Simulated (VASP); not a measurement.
Set up this calculation in VASP 6.6.1, as the native input.

* Task: single point
* Functional: PBE
* Potentials or basis: VASP PAW PBE potentials, release 64 (Si, Yb, W_sv)
* Cutoff: 690 eV
* k mesh: 6 × 6 × 6
* Occupations: fermi-dirac, width 0.1 eV
* Spin: no spin polarisation
* Dipole correction: no
* Second try: not_converged
* Further INCAR settings: ALGO = All; EDIFF = 1e-06; NBANDS = 38

The structure of YbSi2W2 lies in POSCAR:

```
YbSi2W2
1.0
    0.0000000000      4.1128720000      0.0000000000
    4.1128720000      0.0000000000      0.0000000000
    2.0564360000      2.0564360000     -5.0955260000
Si Yb W
2 1 2
Direct
    0.3750000000      0.3750000000      0.2500000000
    0.6250000000      0.6250000000      0.7500000000
    0.0000000000      0.0000000000      0.0000000000
    0.7500000000      0.2500000000      0.5000000000
    0.2500000000      0.7500000000      0.5000000000
```

The input as run:

INCAR

```
ALGO = All
EDIFF = 1E-6
ENCUT = 690
GGA = PE
GGA_COMPAT = F
ISEARCH = 1
ISIF = 2
ISMEAR = -1
KPAR = 4
LASPH = T
LCHARG = F
LMAXMIX = 6
LREAL = F
LWAVE = F
NBANDS = 38
NELM = 300
PREC = Accurate
SIGMA = 0.1
```

KPOINTS

```
k-points
0
Gamma
  6 6 6
```

Potentials or basis: VASP PAW PBE potentials, release 64 (Si, Yb, W_sv).

Launch:

```console
$ cat potpaw_PBE.64/Si/POTCAR potpaw_PBE.64/Yb/POTCAR potpaw_PBE.64/W_sv/POTCAR > POTCAR
$ mpirun -np 4 vasp_std > vasp.out
```

Results of the run:

- Pressure: 12.6 GPa
- Largest force: 3.069 eV/Å
- Band gap on the k mesh: zero (bands 30 and 31 overlap by 0.92 eV)

Caveat: the stress differs along the axes, from 9 to 19 GPa; spin-orbit coupling is left out, which moves the levels of the heavy elements; forces of over 1 eV/Å act on the atoms, so gaps and moduli don't describe the material at rest.

It took 7.6 min on 4 MPI ranks on Intel(R) Xeon(R) Platinum 8259CL CPU @ 2.50GHz (Skylake/Cascade Lake), on a shared host, peak memory 0.47 GiB a rank.
